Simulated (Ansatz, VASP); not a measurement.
**One calculation of Be3Se2O, two programs**

Contents of INCAR:

```
SYSTEM = Be3Se2O
  PREC = Accurate
  ENCUT = 600
  EDIFF = 1E-7
  ISMEAR = 0
  SIGMA = 0.02
  LREAL = .False.
  LASPH = .True.
  NELM = 60
  ALGO = Normal
  ISIF = 3
  LWAVE = .False.
  LCHARG = .False.
  GGA = PE
  IBRION = 2
  NSW = 100
  EDIFFG = -0.01
```

File KPOINTS:

```
Automatic mesh
0
Gamma
  6 6 4
  0 0 0
```

File POSCAR:

```
Be3Se2O
1.0
    5.7736863962      0.0000000000      0.0000000000
   -2.8868431981      5.0001590926      0.0000000000
    0.0000000000      0.0000000000      5.4013931671
Be Se O
3 2 1
Direct
    0.7313840947      0.0000000000      0.1903838007
    0.0000000000      0.7313840947      0.1903838007
    0.2686159053      0.2686159053      0.1903838007
    0.3333333333      0.6666666667      0.1913502842
    0.6666666667      0.3333333333      0.1913502842
    0.0000000000      0.0000000000      0.1896454293
```

Input for Ansatz:

```yaml
crystal:
  lattice:
    - [5.7736864414, 0.0, 0.0]
    - [-2.8868432207, 5.0001591318, 0.0]
    - [0.0, 0.0, 5.4013973697]
  atoms:
    - { symbol: Be, position: [0.7313840783, 0.0, 0.1903839597] }
    - { symbol: Be, position: [0.0, 0.7313840783, 0.1903839597] }
    - { symbol: Be, position: [0.2686159217, 0.2686159217, 0.1903839597] }
    - { symbol: Se, position: [0.3333333333, 0.6666666667, 0.1913502693] }
    - { symbol: Se, position: [0.6666666667, 0.3333333333, 0.1913502693] }
    - { symbol: O, position: [0.0, 0.0, 0.1896449823] }
basis:
  ecutwfc: 420
kpoints:
  mp_grid: { grid: [6, 6, 4] }
hamiltonian:
  xc: pbe
scf:
  occupations: { method: gaussian, width: 0.02 }
output:
  forces: true
  stress: true
  eigenvalues: true
relax:
  adjacent_minimum: "off"
  f_tol: 0.01
  max_steps: 80
  cell: { stress_tol: 0.05 }
```

Alike in both runs: task relaxation of cell and atoms; functional PBE; k mesh 6 × 6 × 4; occupations gaussian, width 0.02 eV; no spin polarisation.

|  | VASP | Ansatz |
| --- | --- | --- |
| version | VASP 6.6.1 | Ansatz 0.2.0 |
| potentials or method | VASP PAW PBE potentials, release 64 (Be, Se, O), cutoff 600 eV | scalar-relativistic, plane waves, PAW |
| valence electrons in the cell | 24 | 44 |

```csv
,VASP,Ansatz,Ansatz less VASP
"gap on the k mesh at the Fermi level, each at its own relaxed structure (eV)",2.88,2.88,+0.002
relaxed volume (Å³/atom),26.01,25.99,-0.023
relaxed cell length with the largest relative difference (Å),5.776,5.774,-0.0027
```

VASP's potentials hold 24 valence electrons a cell and Ansatz's 44, so a difference there can come from the potentials and not from the codes.
